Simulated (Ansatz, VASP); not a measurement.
# Ir: VASP beside Ansatz

INCAR

```
ALGO = Normal ; EDIFF = 1E-6
ENCUT = 520 ; GGA = PS
ISIF = 2 ; ISMEAR = -1
LASPH = True ; LCHARG = True
LELF = True ; LREAL = False
LVHAR = True ; LWAVE = False
NBANDS = 16 ; NELM = 100
PREC = Accurate ; SIGMA = 0.1
```

File KPOINTS:

```
k-points
0
Gamma
  15 15 8
```

File POSCAR:

```
Ir
1.0
    2.7191415113      0.0000000000      0.0000000000
   -1.3595707557      2.3548456253      0.0000000000
    0.0000000000      0.0000000000      4.4130191885
Ir
2
Direct
    0.3333333333      0.6666666667      0.2500000000
    0.6666666667      0.3333333333      0.7500000000
```

Input for Ansatz:

```yaml
crystal:
  lattice:
    - [2.7191415113, 0.0, 0.0]
    - [-1.3595707557, 2.3548456253, 0.0]
    - [0.0, 0.0, 4.4130191885]
  atoms:
    - { symbol: Ir, position: [0.3333333333, 0.6666666667, 0.25] }
    - { symbol: Ir, position: [0.6666666667, 0.3333333333, 0.75] }
hamiltonian:
  xc: pbesol
  pseudopotentials:
    kind: paw
    azcp:
      Ir: "pseudopotentials/Ir.paw.azcp"
basis:
  ecutwfc: 420
  fft_grid_basis: typed
kpoints:
  mp_grid: { grid: [15, 15, 8], shift: [0, 0, 0] }
magnetization:
  spin_polarized: false
scf:
  occupations: { method: fermi_dirac, width: 0.1 }
  lower_state_search: "off"
output:
  stress: true
```

Alike in both runs: task single point; functional PBEsol; k mesh 15 × 15 × 8; occupations fermi-dirac, width 0.1 eV; no spin polarisation.

|  | VASP | Ansatz |
| --- | --- | --- |
| version | VASP 6.6.1 | Ansatz 0.2.0 |
| potentials or method | VASP PAW PBE potentials, release 64 (Ir), cutoff 520 eV | plane waves (420 eV) with PAW, scalar-relativistic |
| valence electrons in the cell | 18 | 34 |

VASP gave:

```
pressure (GPa)                                                : 0.8
traceless stress, the component that is largest in VASP (GPa) : -0.20
```

Q: Estimate Ansatz's values.

A: Pressure (GPa): -0.2; traceless stress, the component that is largest in VASP (GPa): -0.24.

VASP's potentials were made for PBE, not for PBEsol, and Ansatz warns of the same on its side. The functional is the same, so the differences come from potentials, cutoffs and numerics. VASP's potentials hold 18 valence electrons a cell and Ansatz's 34, so a difference there can come from the potentials and not from the codes.

Neither program's run includes spin-orbit coupling.
